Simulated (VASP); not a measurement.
Write the native input for VASP 6.6.1 that does the following.

```yaml
Task: single point
Functional: PBEsol
Potentials_or_basis: VASP PAW PBE potentials, release 64 (Na_pv)
Cutoff: 520 eV
k_mesh: 16 × 16 × 16
Occupations: gaussian, width 0.1 eV
Spin: no spin polarisation
Dipole_correction: no
Further_INCAR_settings: ALGO = Normal; EDIFF = 1e-06; NBANDS = 10
```

The structure of Na lies in POSCAR:

```
Na
1.0
   -1.8635719553      1.8635719553      2.6120919067
    1.8635719553     -1.8635719553      2.6120919067
    1.8635719553      1.8635719553     -2.6120919067
Na
1
Direct
    0.0000000000      0.0000000000      0.0000000000
```

These files were run (other wordings do the same):

INCAR

```
SYSTEM = Na
PREC = Accurate
ENCUT = 520
EDIFF = 1E-6
ISMEAR = 0
SIGMA = 0.1
LREAL = .FALSE.
LASPH = .TRUE.
NELM = 100
ALGO = Normal
ISIF = 2
LWAVE = .FALSE.
LCHARG = .FALSE.
GGA = PS
NBANDS = 10
```

KPOINTS

```
Automatic mesh
0
G
  16 16 16
  0 0 0
```

Potentials or basis: VASP PAW PBE potentials, release 64 (Na_pv).

Launch:

```console
$ cat potpaw_PBE.64/Na_pv/POTCAR > POTCAR
$ mpirun -np 1 vasp_std > vasp.out
```

Results of the run:

```yaml
Pressure: 0.0 GPa
```

Caveat: the PAW data sets were made with another functional, which shifts forces and pressure a little.

It took 26 s on 1 thread of Intel(R) Xeon(R) 6975P-C (Granite Rapids) (shared host), peak memory 0.22 GiB.
